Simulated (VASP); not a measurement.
MnH4:

```
CELL_PARAMETERS angstrom
-2.19074 2.19074 2.19074
2.19074 -2.19074 2.19074
2.19074 2.19074 -2.19074
ATOMIC_POSITIONS crystal
Mn 0.00000 0.00000 0.00000
H 0.00000 0.00000 0.50000
H 0.50000 0.00000 0.00000
H 0.50000 0.50000 0.50000
H 0.00000 0.50000 0.00000
```

The cell was generated, and may not be a known phase.

| Property | Result |
| --- | --- |
| Program | VASP 6.6.1 |
| Task | relaxation of cell and atoms |
| Functional | PBE |
| Potentials or basis | VASP PAW PBE potentials, release 64 (Mn_pv, H) |
| Cutoff | 600 eV |
| k mesh | 6 × 6 × 6 |
| Occupations | gaussian, width 0.1 eV |
| Spin | collinear spin, ferromagnetic start |
| Starting moments | [4.0, 0.0, 0.0, 0.0, 0.0] μB |

At the start: pressure -14.0 GPa; volume 8.41 Å³/atom.

Q: How do energy, volume and symmetry change on relaxing?

A: Over 5 steps the energy falls by 105.7 meV/atom and the volume is 6.46 Å³/atom (-23.2 %); space group Im-3m (No. 229, to 0.1 Å) before and after; moment 2.89 μB per cell.

The path:
```tsv
step	energy change (eV)	largest force (eV/Å)	pressure (GPa)	volume (Å³)
1	0.0000	0.0000	-13.99	42.06
2	-0.3261	0.0000	-9.80	37.74
3	-0.5068	0.0000	-4.12	33.75
4	-0.1853	0.0000	21.78	26.63
5	-0.5283	0.0000	-0.44	32.28
```

Final structure:
```
Mn H
1.0
    -2.00589    2.00589    2.00589
     2.00589   -2.00589    2.00589
     2.00589    2.00589   -2.00589
Mn H
1 4
Direct
  0.00000 0.00000 0.00000
  0.00000 0.00000 0.50000
  0.50000 0.00000 0.00000
  0.50000 0.50000 0.50000
  0.00000 0.50000 0.00000
```

Caveat: the volume moved by over 15 % at a fixed basis, so the end points are rough.
